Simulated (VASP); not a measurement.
Write the native input for VASP 6.6.1 that does the following.

```yaml
Task: relaxation of cell and atoms
Functional: PBEsol
Potentials_or_basis: VASP PAW PBE potentials, release 64 (H, Br)
Cutoff: 600 eV
k_mesh: 10 × 10 × 10
Occupations: gaussian, width 0.02 eV
Spin: no spin polarisation
Dipole_correction: no
Further_INCAR_settings: ALGO = Normal; EDIFF = 1e-06; IBRION = 2; EDIFFG = -0.005; NSW = 100; ISIF = 3
```

The structure of HBr lies in POSCAR:

```
HBr
1.0
    0.0000000000      3.7760286676      3.7875620523
    1.6743308996      0.0000000000      3.7875620523
    1.6743308996      3.7760286676      0.0000000000
H Br
1 1
Direct
    0.0000000000      0.0000000000      0.0000000000
    0.5000000000      0.5000000000      0.5000000000
```

One way to write it, as run:

INCAR

```
SYSTEM = HBr
PREC = Accurate
ENCUT = 600
EDIFF = 1E-6
ISMEAR = 0
SIGMA = 0.02
LREAL = .False.
LASPH = .True.
NELM = 80
ALGO = Normal
ISIF = 3
LWAVE = .False.
LCHARG = .False.
GGA = PS
IBRION = 2
NSW = 100
EDIFFG = -0.005
```

KPOINTS

```
Automatic mesh
0
Gamma
  10 10 10
  0 0 0
```

Potentials or basis: VASP PAW PBE potentials, release 64 (H, Br).

The run is started by

```bash
$ cat potpaw_PBE.64/H/POTCAR potpaw_PBE.64/Br/POTCAR > POTCAR
$ mpirun -np 1 vasp_std > vasp.out
```

It gave:

* Relaxed volume: 24.80 Å³/atom
* Relaxed cell: a = 5.447 Å, b = 4.197 Å, c = 4.201 Å, α = 80.88°, β = 49.53°, γ = 49.59°
* Space group after relaxing (to 0.1 Å): I4/mmm (No. 139)
* Energy gained by relaxing: 0.2 meV/atom
* Ionic steps: 11
* Pressure after relaxing: 0.0 GPa
* Band gap on the k mesh: 1.44 eV (least direct gap 1.73 eV)

Caveat: the PAW data sets were made with another functional, which shifts forces and pressure a little.

Wall time 7.6 min on 1 thread of Intel(R) Xeon(R) Platinum 8259CL CPU @ 2.50GHz (Skylake/Cascade Lake) (shared host), peak memory 0.3 GiB.
